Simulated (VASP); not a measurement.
# Cs (P6_3/mmc) in VASP: notebook

Cs is run at these levels: RPBE; tasks: single point.

Everything below comes from runs of VASP 6.6.1. Logs are shortened: lines on timing, memory, paths and dates and some standing lists are left out, and cuts for length are marked.

### 1 The cell of the first run

The structure is hexagonal, space group P6_3/mmc (No. 194). Conventional cell: a = 5.698 Å, b = 5.698 Å, c = 9.346 Å, α = 90.00°, β = 90.00°, γ = 120.00°.

### 2 Single point, RPBE

Contents of INCAR:

```
  PREC = Accurate
  ENCUT = 520
  EDIFF = 1E-7
  ISMEAR = -1
  SIGMA = 0.1
  LREAL = False
  LASPH = True
  NELM = 60
  ALGO = Normal
  ISIF = 2
  LWAVE = False
  LCHARG = False
  GGA = RP
  NBANDS = 16
```

Contents of KPOINTS:

```
regular mesh
0
Gamma
  7 7 4
```

Contents of POSCAR:

```
Cs
1.0
    5.6983310609      0.0000000000      0.0000000000
   -2.8491655305      4.9348994580      0.0000000000
    0.0000000000      0.0000000000      9.3464540333
Cs
2
Direct
    0.3333333333      0.6666666667      0.2500000000
    0.6666666667      0.3333333333      0.7500000000
```

Potentials or basis: VASP PAW PBE potentials, release 64 (Cs_sv).

Command:

```console
$ cat potpaw_PBE.64/Cs_sv/POTCAR > POTCAR
$ mpirun -np 1 vasp_std > vasp.out
```

OUTCAR:

```text
PREC = Accurate
   ENCUT = 520
   EDIFF = 1E-7
   ISMEAR = -1
   LREAL = False
   LASPH = True
   NELM = 60
   ISIF = 2
   GGA = RP

 ion  position               nearest neighbor table
   1  0.333  0.667  0.250-
   2  0.667  0.333  0.750-

  LATTYP: Found a hexagonal cell.
 ALAT       =     5.6983310609
 C/A-ratio  =     1.6402090250

  Lattice vectors:

 A1 = (   5.6983310609,   0.0000000000,   0.0000000000)
 A2 = (  -2.8491655305,   4.9348994580,   0.0000000000)
 A3 = (   0.0000000000,   0.0000000000,   9.3464540333)

Analysis of symmetry for initial positions (statically):
=====================================================================
 Subroutine PRICEL returns:
 Original cell was already a primitive cell.

 Routine SETGRP: Setting up the symmetry group for a
 hexagonal supercell.

 Subroutine GETGRP returns: Found 24 space group operations
 (whereof 12 operations were pure point group operations)
 out of a pool of 24 trial point group operations.

The static configuration has the point symmetry D_3d.
 The point group associated with its full space group is D_6h.

Analysis of symmetry for dynamics (positions and initial velocities):
=====================================================================
 Subroutine PRICEL returns:
 Original cell was already a primitive cell.

 Routine SETGRP: Setting up the symmetry group for a
 hexagonal supercell.

 Subroutine GETGRP returns: Found 24 space group operations
 (whereof 12 operations were pure point group operations)
 out of a pool of 24 trial point group operations.

The dynamic configuration has the point symmetry D_3d.
 The point group associated with its full space group is D_6h.

 Subroutine INISYM returns: Found 24 space group operations
 (whereof 12 operations are pure point group operations),
 and found     1 'primitive' translations

----------------------------------------------------------------------------------------

                                     Primitive cell

  volume of cell :     262.8287

  direct lattice vectors                    reciprocal lattice vectors
     5.698331061  0.000000000  0.000000000     0.175489979  0.101319187  0.000000000
    -2.849165531  4.934899458  0.000000000     0.000000000  0.202638374  0.000000000
     0.000000000  0.000000000  9.346454033     0.000000000  0.000000000  0.106992448

  length of vectors
     5.698331061  5.698331061  9.346454033     0.202638374  0.202638374  0.106992448

  position of ions in fractional coordinates (direct lattice)
     0.333333333  0.666666667  0.250000000
     0.666666667  0.333333333  0.750000000

  ion indices of the primitive-cell ions
   primitive index   ion index
                 1           1
                 2           2

----------------------------------------------------------------------------------------

 KPOINTS: regular mesh

Automatic generation of k-mesh.
 Grid dimensions read from file:
 generate k-points for:    7    7    4

 Generating k-lattice:

  Cartesian coordinates                     Fractional coordinates (reciprocal lattice)
     0.025069997  0.014474170  0.000000000     0.142857143  0.000000000  0.000000000
     0.000000000  0.028948339  0.000000000     0.000000000  0.142857143  0.000000000
     0.000000000  0.000000000  0.026748112     0.000000000  0.000000000  0.250000000

  Length of vectors
     0.028948339  0.028948339  0.026748112

  Shift w.r.t. Gamma in fractional coordinates (k-lattice)
     0.000000000  0.000000000  0.000000000

 Subroutine IBZKPT returns following result:
 ===========================================

 Found     24 irreducible k-points:

 Following reciprocal coordinates:
            Coordinates               Weight
  0.000000  0.000000  0.000000      1.000000
  0.142857  0.000000  0.000000      6.000000
  0.285714 -0.000000  0.000000      6.000000
  0.428571  0.000000  0.000000      6.000000
  0.142857  0.142857  0.000000      6.000000
  0.285714  0.142857  0.000000     12.000000
[... 16 lines left out ...]
  0.428571  0.142857  0.500000      6.000000
  0.285714  0.285714  0.500000      6.000000
   k-points           NKPTS =     24   k-points in BZ     NKDIM =     24   number of bands    NBANDS=     16
   number of dos      NEDOS =    301   number of ions     NIONS =      2
   total plane-waves  NPLWV = 123480
   dimension x,y,z NGX =    42 NGY =   42 NGZ =   70
   dimension x,y,z NGXF=    84 NGYF=   84 NGZF=  140
   ions per type =               2
   NGX,Y,Z   is equivalent  to a cutoff of  12.25, 12.25, 12.45 a.u.
   NGXF,Y,Z  is equivalent  to a cutoff of  24.51, 24.51, 24.90 a.u.
 SYSTEM =  unknown system
   PREC   = accura    normal or accurate (medium, high low for compatibility)
   ISTART =      0    job   : 0-new  1-cont  2-samecut
   ICHARG =      2    charge: 1-file 2-atom 10-const
   ISPIN  =      1    spin polarized calculation?
   LNONCOLLINEAR =      F non collinear calculations
   LSORBIT =      F    spin-orbit coupling
   LASPH  =      T    aspherical Exc in radial PAW
   ENCUT  =  520.0 eV  38.22 Ry    6.18 a.u.  10.60 10.60 17.38*2*pi/ulx,y,z
   NELM   =     60;   NELMIN=  2; NELMDL= -5     # of ELM steps
   EDIFF  = 0.1E-06   stopping-criterion for ELM
   LREAL  =      F    real-space projection
   EDIFFG = 0.1E-05   stopping-criterion for IOM
   NSW    =      0    number of steps for IOM
   IBRION =     -1    ionic relax: 0-MD 1-quasi-New 2-CG
   NFREE  =      0    steps in history (QN), initial steepest desc. (CG)
   ISIF   =      2    stress and relaxation
   ISYM   =      2    0-nonsym 1-usesym 2-fastsym
   POTIM  = 0.5000    time-step for ionic-motion
   TEBEG  =    0.0;   TEEND  =   0.0 temperature during run
   PSTRESS=    0.0 pullay stress
   NELECT =      18.0000    total number of electrons
   NUPDOWN=      -1.0000    fix difference up-down
   EMIN   =  10.00;   EMAX   =-10.00  energy-range for DOS
   EFERMI =   0.00;   METHOD = LEGACY
   ISMEAR =    -1;   SIGMA  =   0.10  broadening in eV -4-tet -1-fermi 0-gaus
   EFERMI_NEDOS =   21; number of points for ismear=-14 and -15
   IALGO  =     38    algorithm
   IMIX   =      4    mixing-type and parameters
     AMIX     =   0.40;   BMIX     =  1.00
     AMIX_MAG =   1.60;   BMIX_MAG =  1.00
  volume/ion in A,a.u.               =     131.41       886.83
  Fermi-wavevector in a.u.,A,eV,Ry     =   0.669794  1.265727  6.103904  0.448624
  Thomas-Fermi vector in A             =   1.745117
   LORBIT       =      0    0 simple, 1 ext, 2 COOP (PROOUT), +10 PAW based schemes
   GGA     = RP    functional components
   LHFCALC =     F    Hartree Fock is set to
   AEXX    =    0.0000 exact exchange contribution
   IVDW    =     0    specifies the selected vdW correction
   LEPSILON=     F    determine dielectric tensor
   LRPA    =     F    only Hartree local field effects (RPA)
 non-spin polarized calculation
  energy-cutoff  :      520.00
  volume of cell :      262.83
 maximum number of plane-waves:      7125
   NGX = 21   NGY = 21   NGZ = 35

 number of electron      17.9999998 magnetization

 Free energy of the ion-electron system (eV)
  ---------------------------------------------------
  ext. energy  EPLUGINS =         0.00000000
  ---------------------------------------------------
  free energy    TOTEN  =        -1.52009560 eV

  energy without entropy =       -1.44040279  energy(sigma->0) =       -1.48024919

 E-fermi :   0.2723     XC(G=0):  -4.9519

 val. band max:        0.2575537253   @ k =   0.1429   0.1429   0.2500
 cond. band min:       0.2924265927   @ k =   0.0000   0.0000   0.0000
 fundamental gap:      0.0348728673
 Fermi energy:         0.2722526673

 k-point     1 :       0.0000    0.0000    0.0000
  band No.  band energies     occupation
      1     -23.7146      2.00000
      2     -23.7116      2.00000
      3     -10.5713      2.00000
      4     -10.5022      2.00000
      5     -10.5022      2.00000
      6     -10.4910      2.00000
[... 8 lines left out ...]
     15       2.8975      0.00000
     16       2.8975      0.00000

 k-point     2 :       0.1429    0.0000    0.0000
  band No.  band energies     occupation
      1     -23.7141      2.00000
      2     -23.7114      2.00000
      3     -10.5662      2.00000
      4     -10.5140      2.00000
      5     -10.5059      2.00000
      6     -10.5032      2.00000
[... 8 lines left out ...]
     15       2.8721      0.00000
     16       2.8744      0.00000

 k-point     3 :       0.2857   -0.0000    0.0000
  band No.  band energies     occupation
      1     -23.7129      2.00000
      2     -23.7108      2.00000
      3     -10.5530      2.00000
      4     -10.5408      2.00000
      5     -10.5298      2.00000
      6     -10.5139      2.00000
[... 8 lines left out ...]
     15       2.7430      0.00000
     16       3.1687      0.00000

 k-point     4 :       0.4286    0.0000    0.0000
  band No.  band energies     occupation
      1     -23.7117      2.00000
      2     -23.7106      2.00000
      3     -10.5624      2.00000
      4     -10.5504      2.00000
      5     -10.5387      2.00000
      6     -10.5201      2.00000
[... 8 lines left out ...]
     15       2.5716      0.00000
     16       3.5070      0.00000
[... 324 lines left out ...]
 k-point    22 :       0.2857    0.1429    0.5000
  band No.  band energies     occupation
      1     -23.7113      2.00000
      2     -23.7113      2.00000
      3     -10.5578      2.00000
      4     -10.5578      2.00000
      5     -10.5199      2.00000
      6     -10.5199      2.00000
[... 8 lines left out ...]
     15       2.7952      0.00000
     16       2.7952      0.00000

 k-point    23 :       0.4286    0.1429    0.5000
  band No.  band energies     occupation
      1     -23.7110      2.00000
      2     -23.7110      2.00000
      3     -10.5656      2.00000
      4     -10.5656      2.00000
      5     -10.5236      2.00000
      6     -10.5236      2.00000
[... 8 lines left out ...]
     15       2.8375      0.00000
     16       2.8375      0.00000

 k-point    24 :       0.2857    0.2857    0.5000
  band No.  band energies     occupation
      1     -23.7109      2.00000
      2     -23.7109      2.00000
      3     -10.5583      2.00000
      4     -10.5583      2.00000
      5     -10.5351      2.00000
      6     -10.5351      2.00000
[... 8 lines left out ...]
     15       2.8300      0.00000
     16       2.8300      0.00000

------------------------ aborting loop because EDIFF is reached ----------------------------------------

  FORCE on cell =-STRESS in cart. coord.  units (eV):
  Direction    XX          YY          ZZ          XY          YZ          ZX
  --------------------------------------------------------------------------------------
  -------------------------------------------------------------------------------------
  Total        0.0055149      0.0055149      0.0117824     -0.0000000     -0.0000000      0.0000000
  in kB        0.0336184      0.0336184      0.0718242     -0.0000000     -0.0000000      0.0000000
  external PRESSURE =       0.0463537 kB  Pullay stress =       0.0000000 kB

 VOLUME and BASIS-vectors are now :
 -----------------------------------------------------------------------------
  energy-cutoff  :      520.00
  volume of cell :      262.83
      direct lattice vectors                 reciprocal lattice vectors
     5.698331061  0.000000000  0.000000000     0.175489979  0.101319187  0.000000000
    -2.849165531  4.934899458  0.000000000     0.000000000  0.202638374  0.000000000
     0.000000000  0.000000000  9.346454033     0.000000000  0.000000000  0.106992448

 POSITION                                       TOTAL-FORCE (eV/Angst)
 -----------------------------------------------------------------------------------
     -0.00000      3.28993      2.33661        -0.000000      0.000000      0.000000
      2.84917      1.64497      7.00984         0.000000      0.000000     -0.000000
 -----------------------------------------------------------------------------------
    total drift:                               -0.000000      0.000000     -0.000000

  FREE ENERGIE OF THE ION-ELECTRON SYSTEM (eV)
  ---------------------------------------------------
  free  energy   TOTEN  =        -1.5200955962 eV

  energy  without entropy=       -1.4404027895  energy(sigma->0) =       -1.48024919
```

Run time: 100 s. Hardware: 1 thread of Intel Xeon Platinum 8488C (Sapphire Rapids), shared host; peak memory 0.34 GiB.

Results:

```
Free energy            : -1.5201 eV
Pressure               : 0.0 GPa
Band gap on the k mesh : zero (band 9 reaches 0.74 eV, above the bottom of band 10 at -0.72 eV)
```

Caveat: the PAW data sets were made with another functional, which shifts forces and pressure a little; spin-orbit coupling is left out, which moves the levels of the heavy elements.

### 3 Single point, RPBE (volume scaled by 1.04)

Contents of INCAR:

```
ALGO = Normal
EDIFF = 1E-7
ENCUT = 520
GGA = RP
ISIF = 2
ISMEAR = -1
LASPH = True
LCHARG = False
LREAL = False
LWAVE = False
NBANDS = 16
NELM = 60
PREC = Accurate
SIGMA = 0.1
```

Contents of KPOINTS:

```
k-points
0
Gamma
  7 7 4
```

Contents of POSCAR:

```
Cs
1.0
    5.7733177005      0.0000000000      0.0000000000
   -2.8866588502      4.9998397927      0.0000000000
    0.0000000000      0.0000000000      9.4694477962
Cs
2
Direct
    0.3333333333      0.6666666667      0.2500000000
    0.6666666667      0.3333333333      0.7500000000
```

Potentials or basis: VASP PAW PBE potentials, release 64 (Cs_sv).

Command:

```console
$ cat potpaw_PBE.64/Cs_sv/POTCAR > POTCAR
$ mpirun -np 1 vasp_std > vasp.out
```

It took 1.8 min on 1 thread of Intel Xeon Platinum 8488C (Sapphire Rapids), shared host; peak memory 0.42 GiB.

Results (log left out):

```
Free energy            : -1.5188 eV
Pressure               : -0.1 GPa
Band gap on the k mesh : zero (band 9 reaches 0.65 eV, above the bottom of band 10 at -0.79 eV)
```

Levels at points of the mesh, in eV from the Fermi level:
```csv
k point,band 5,band 6,band 7,band 8,band 9,band 10,band 11,band 12,band 13,band 14
"(0.00, 0.00, 0.00)",-10.80,-10.79,-10.79,-10.79,-1.50,0.03,0.59,2.32,2.32,2.34
"(0.00, 0.00, 0.50)",-10.80,-10.80,-10.80,-10.80,-0.98,-0.98,1.58,1.58,2.34,2.34
```

Caveat: the PAW data sets were made with another functional, which shifts forces and pressure a little; spin-orbit coupling is left out, which moves the levels of the heavy elements.
